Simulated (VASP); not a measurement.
# Si9O16 (a cell with a defect) in VASP: relaxation of the atoms with PBE

Aim: the relaxation of the atoms of Si9O16 (a cell with a defect) with PBE.

Program: VASP 6.6.1. These are calculated values, not measurements. Logs are shortened: lines on timing, memory, paths and dates and some standing lists are left out, and cuts for length are marked.

### 1 The cell of the first run

The cell holds a defect, 25 atoms: a = 5.872 Å, b = 5.872 Å, c = 5.318 Å, α = 90.00°, β = 90.00°, γ = 90.00°.

### 2 Relaxation of the atoms, PBE

The input, INCAR:

```
SYSTEM = Si9O16
PREC = Accurate ; ENCUT = 520
EDIFF = 1E-6 ; ISMEAR = -1
SIGMA = 0.02 ; LREAL = Auto
LASPH = .True. ; NELM = 60
ALGO = Normal ; ISIF = 2
LWAVE = .False. ; LCHARG = .False.
GGA = PE ; IBRION = 2
NSW = 45 ; EDIFFG = -0.08
```

The input, KPOINTS:

```
regular mesh
0
Gamma
  2 2 2
  0 0 0
```

The input, POSCAR:

```
Si9O16
1.0
   -4.1520000000     -4.1520000000      0.0000000000
    4.1520000000     -4.1520000000      0.0000000000
    0.0000000000      0.0000000000      5.3180000000
Si O
9 16
Direct
    0.5000000000      0.5000000000      0.0000000000
    0.0000000000      0.5000000000      0.2500000000
    0.5000000000      0.5000000000      0.5000000000
    0.0000000000      0.5000000000      0.7500000000
    0.0000000000      0.0000000000      0.0000000000
    0.5000000000      0.0000000000      0.2500000000
    0.0000000000      0.0000000000      0.5000000000
    0.5000000000      0.0000000000      0.7500000000
    0.2705563000      0.8576321000      0.7423460000
    0.1920000000      0.5000000000      0.0000000000
    0.0000000000      0.1920000000      0.2500000000
    0.8080000000      0.5000000000      0.0000000000
    0.0000000000      0.8080000000      0.2500000000
    0.1920000000      0.5000000000      0.5000000000
    0.0000000000      0.1920000000      0.7500000000
    0.8080000000      0.5000000000      0.5000000000
    0.0000000000      0.8080000000      0.7500000000
    0.6920000000      0.0000000000      0.0000000000
    0.5000000000      0.6920000000      0.2500000000
    0.3080000000      0.0000000000      0.0000000000
    0.5000000000      0.3080000000      0.2500000000
    0.6920000000      0.0000000000      0.5000000000
    0.5000000000      0.6920000000      0.7500000000
    0.3080000000      0.0000000000      0.5000000000
    0.5000000000      0.3080000000      0.7500000000
```

Potentials or basis: VASP PAW PBE potentials, release 64 (Si, O).

Launch:

```
cat potpaw_PBE.64/Si/POTCAR potpaw_PBE.64/O/POTCAR > POTCAR
mpirun -np 1 vasp_std > vasp.out
```

OUTCAR:

```text
SYSTEM = Si9O16
   PREC = Accurate
   ENCUT = 520
   EDIFF = 1E-6
   ISMEAR = -1
   LREAL = Auto
   LASPH = .True.
   NELM = 60
   ISIF = 2
   GGA = PE
   IBRION = 2
   NSW = 45
   EDIFFG = -0.08

 ion  position               nearest neighbor table
   1  0.500  0.500  0.000-  19 1.74  21 1.74  23 1.74  25 1.74  10 1.81  12 1.81   3 2.66   3 2.66
                             9 2.85
   2  0.000  0.500  0.250-  10 1.74  12 1.74  14 1.74  16 1.74  11 1.81  13 1.81   4 2.66   4 2.66

   3  0.500  0.500  0.500-  19 1.74  21 1.74  23 1.74  25 1.74  14 1.81  16 1.81   1 2.66   1 2.66
                             9 2.81
   4  0.000  0.500  0.750-  10 1.74  12 1.74  14 1.74  16 1.74  15 1.81  17 1.81   9 2.63   2 2.66
                             2 2.66
   5  0.000  0.000  0.000-  11 1.74  13 1.74  15 1.74  17 1.74  18 1.81  20 1.81   9 2.26   7 2.66
                             7 2.66
   6  0.500  0.000  0.250-  18 1.74  20 1.74  22 1.74  24 1.74  19 1.81  21 1.81   8 2.66   8 2.66
                             9 3.06   9 3.13
   7  0.000  0.000  0.500-  11 1.74  13 1.74  15 1.74  17 1.74  22 1.81  24 1.81   9 2.21   5 2.66
                             5 2.66
   8  0.500  0.000  0.750-   9 1.59  18 1.74  20 1.74  22 1.74  24 1.74  23 1.81  25 1.81   6 2.66
                             6 2.66
   9  0.271  0.858  0.742-  24 1.55   8 1.59  17 1.62  20 1.62  23 1.66   7 2.21   5 2.26  14 2.51
                            15 2.53  10 2.55   4 2.63   3 2.81   1 2.85   6 3.06   6 3.13
  10  0.192  0.500  0.000-   2 1.74   4 1.74   1 1.81   9 2.55
  11  0.000  0.192  0.250-   5 1.74   7 1.74   2 1.81
  12  0.808  0.500  0.000-   2 1.74   4 1.74   1 1.81
  13  0.000  0.808  0.250-   5 1.74   7 1.74   2 1.81
  14  0.192  0.500  0.500-   2 1.74   4 1.74   3 1.81   9 2.51
  15  0.000  0.192  0.750-   5 1.74   7 1.74   4 1.81   9 2.53
  16  0.808  0.500  0.500-   2 1.74   4 1.74   3 1.81
  17  0.000  0.808  0.750-   9 1.62   7 1.74   5 1.74   4 1.81
  18  0.692  0.000  0.000-   6 1.74   8 1.74   5 1.81
  19  0.500  0.692  0.250-   1 1.74   3 1.74   6 1.81
  20  0.308  0.000  0.000-   9 1.62   8 1.74   6 1.74   5 1.81
  21  0.500  0.308  0.250-   1 1.74   3 1.74   6 1.81
  22  0.692  0.000  0.500-   6 1.74   8 1.74   7 1.81
  23  0.500  0.692  0.750-   9 1.66   3 1.74   1 1.74   8 1.81
  24  0.308  0.000  0.500-   9 1.55   8 1.74   6 1.74   7 1.81
  25  0.500  0.308  0.750-   1 1.74   3 1.74   8 1.81

  LATTYP: Found a simple tetragonal cell.
 ALAT       =     5.8718147110
 C/A-ratio  =     0.9056825295

  Lattice vectors:

 A1 = (  -4.1520000000,  -4.1520000000,   0.0000000000)
 A2 = (   4.1520000000,  -4.1520000000,   0.0000000000)
 A3 = (   0.0000000000,   0.0000000000,   5.3180000000)

Analysis of symmetry for initial positions (statically):
=====================================================================
 Subroutine PRICEL returns:
[... 179 lines left out ...]
   AEXX    =    0.0000 exact exchange contribution
   IVDW    =     0    specifies the selected vdW correction
   LEPSILON=     F    determine dielectric tensor
   LRPA    =     F    only Hartree local field effects (RPA)
 conjugate gradient relaxation of ions
 non-spin polarized calculation
  energy-cutoff  :      520.00
  volume of cell :      183.36
 maximum number of plane-waves:      4960
 NGX is ok and might be reduce to    48
   NGX = 21   NGY = 21   NGZ = 19

--------------------------------------- Ionic step        1  -------------------------------------------

 number of electron     131.9999959 magnetization

 Free energy of the ion-electron system (eV)
  ---------------------------------------------------
  ext. energy  EPLUGINS =         0.00000000
  ---------------------------------------------------
  free energy    TOTEN  =      -157.13378696 eV

  energy without entropy =     -157.12083245  energy(sigma->0) =     -157.12730970

------------------------ aborting loop because EDIFF is reached ----------------------------------------

  FORCE on cell =-STRESS in cart. coord.  units (eV):
  Direction    XX          YY          ZZ          XY          YZ          ZX
  --------------------------------------------------------------------------------------
  -------------------------------------------------------------------------------------
  Total       77.8948305    103.3856078     89.6192700      8.9126779      0.3757479     -1.4317977
  in kB      680.6536858    903.3949309    783.1031410     77.8799703      3.2833268    -12.5112071
  external PRESSURE =     789.0505859 kB  Pullay stress =       0.0000000 kB
[... 158 lines left out ...]
  FREE ENERGIE OF THE ION-ELECTRON SYSTEM (eV)
  ---------------------------------------------------
  free  energy   TOTEN  =      -163.1892026751 eV

  energy  without entropy=     -163.1779195520  energy(sigma->0) =     -163.18356111

[... ionic steps 4 to 37 ...]

--------------------------------------- Ionic step       38  -------------------------------------------

 number of electron     131.9999964 magnetization

------------------------ aborting loop because EDIFF is reached ----------------------------------------
[... 113 lines left out ...]
--------------------------------------- Ionic step       40  -------------------------------------------

 number of electron     131.9999966 magnetization

 Free energy of the ion-electron system (eV)
  ---------------------------------------------------
  ext. energy  EPLUGINS =         0.00000000
  ---------------------------------------------------
  free energy    TOTEN  =      -174.98357544 eV

  energy without entropy =     -174.98357544  energy(sigma->0) =     -174.98357544

 E-fermi :  12.9933     XC(G=0): -12.6655

 val. band max:       12.4983470718   @ k =   0.0000   0.5000   0.5000
 cond. band min:      14.9404724977   @ k =   0.5000   0.0000   0.0000
 fundamental gap:      2.4421254259
 Fermi energy:        12.9932753934

 k-point     1 :       0.0000    0.0000    0.0000
  band No.  band energies     occupation
      1     -13.9230      2.00000
      2     -12.3932      2.00000
      3     -11.6091      2.00000
      4     -11.3752      2.00000
      5     -11.1136      2.00000
      6     -10.9651      2.00000
[... 637 lines left out ...]
     77      19.4768      0.00000
     78      19.6263      0.00000
 [bands above 78 left out]

------------------------ aborting loop because EDIFF is reached ----------------------------------------

  FORCE on cell =-STRESS in cart. coord.  units (eV):
  Direction    XX          YY          ZZ          XY          YZ          ZX
  --------------------------------------------------------------------------------------
  -------------------------------------------------------------------------------------
  Total       72.7679732     47.1020434     70.9694798     -5.6564388      0.0686862     -0.0909566
  in kB      635.8546368    411.5828899    620.1392018    -49.4265907      0.6001872     -0.7947890
  external PRESSURE =     555.8589095 kB  Pullay stress =       0.0000000 kB
[... 40 lines left out ...]
  FREE ENERGIE OF THE ION-ELECTRON SYSTEM (eV)
  ---------------------------------------------------
  free  energy   TOTEN  =      -174.9835754399 eV

  energy  without entropy=     -174.9835754399  energy(sigma->0) =     -174.98357544

 reached required accuracy - stopping structural energy minimisation
```

CONTCAR:

```text
Si9O16
   1.00000000000000
    -4.1520000000000001   -4.1520000000000001    0.0000000000000000
     4.1520000000000001   -4.1520000000000001    0.0000000000000000
     0.0000000000000000    0.0000000000000000    5.3179999999999996
  Si              O
     9    16
Direct
     0.5172876044680644    0.4755898870640156    0.0057489040345801
     0.0078742768355390    0.5064399883058558    0.2496906237699862
     0.5172577845136194    0.4753363972595705    0.4939432713591148
     0.0293077704870034    0.5221200297613976    0.7497260167122909
     0.9773899844048092    0.0183239933112817    0.0135777747408462
     0.4733564190673512    0.9906995281281704    0.2497237174464084
[... 17 lines left out ...]
     0.2650839315944878    0.9983145517157334    0.4734657783297737
     0.5222708830668789    0.2845566250772874    0.7499262311199204

  0.00000000E+00  0.00000000E+00  0.00000000E+00
  0.00000000E+00  0.00000000E+00  0.00000000E+00
  0.00000000E+00  0.00000000E+00  0.00000000E+00
  0.00000000E+00  0.00000000E+00  0.00000000E+00
  0.00000000E+00  0.00000000E+00  0.00000000E+00
  0.00000000E+00  0.00000000E+00  0.00000000E+00
[... 17 lines left out ...]
  0.00000000E+00  0.00000000E+00  0.00000000E+00
  0.00000000E+00  0.00000000E+00  0.00000000E+00
```

Wall time 1.6 h (1 thread of Oxide Virtual Turin-like, shared host); peak memory 0.29 GiB.

What came out:

```yaml
Free_energy: -174.9836 eV
Pressure_after_relaxing: 55.6 GPa
Largest_force_after_relaxing: 0.076 eV/Å
Band_gap_on_the_k_mesh: 2.44 eV
```

Forces in eV/Å, atoms in the order of the input:
```
Si   0.006 -0.029  0.000
Si  -0.071  0.028  0.008
Si   0.009 -0.035 -0.001
Si   0.056 -0.027 -0.003
Si   0.015  0.013 -0.009
Si   0.042  0.038 -0.006
Si   0.029  0.027  0.014
Si   0.015  0.022 -0.015
Si  -0.018 -0.031  0.002
O   -0.061 -0.001 -0.031
O    0.012  0.002  0.008
O    0.004 -0.033  0.019
O    0.044 -0.014 -0.003
O   -0.067 -0.007  0.021
O    0.021  0.029  0.002
O    0.017 -0.028 -0.024
O   -0.039  0.019  0.004
O    0.012  0.004  0.019
O    0.008 -0.012 -0.003
O   -0.021  0.046  0.013
O   -0.023 -0.005  0.013
O    0.001  0.011 -0.001
O    0.020 -0.034 -0.011
O   -0.010  0.042 -0.013
O   -0.003 -0.023 -0.004
```

Final structure:
```xyz
25
Lattice="-4.1520 -4.1520 0.0000 4.1520 -4.1520 0.0000 0.0000 0.0000 5.3180" Properties=species:S:1:pos:R:3 pbc="T T T"
Si   -0.1731   -4.1224    0.0306
Si    2.0700   -2.1354    1.3279
Si   -0.1741   -4.1213    2.6268
Si    2.0462   -2.2895    3.9870
Si   -3.9820   -4.1342    0.0722
Si    2.1480   -6.0788    1.3280
Si   -3.9813   -4.1358    2.5822
Si   -2.4702   -2.6076    3.9864
Si    2.2074   -4.7415    3.9858
O     1.1108   -2.8670    0.0686
O    -3.2346   -4.9805    1.3262
O    -1.3030   -5.4850    5.3170
O    -0.7380   -7.4128    1.3285
O     1.1092   -2.8651    2.5881
O    -3.2496   -4.9956    3.9872
O    -1.3046   -5.4838    2.6573
O    -0.1132   -7.2327    3.9855
O    -2.7645   -2.9454    0.2314
O     0.7687   -4.9596    1.3298
O     3.0425   -5.2440    0.1369
O    -0.8405   -3.3063    1.3271
O    -2.7612   -2.9498    2.4233
O     0.5114   -4.7947    3.9880
O     3.0444   -5.2456    2.5179
O    -0.9870   -3.3499    3.9881
```

Caveat: the k points lie up to 0.59 Å⁻¹ apart; the relaxation stopped at a loose force limit of 0.08 eV/Å, so its end isn't a converged minimum.
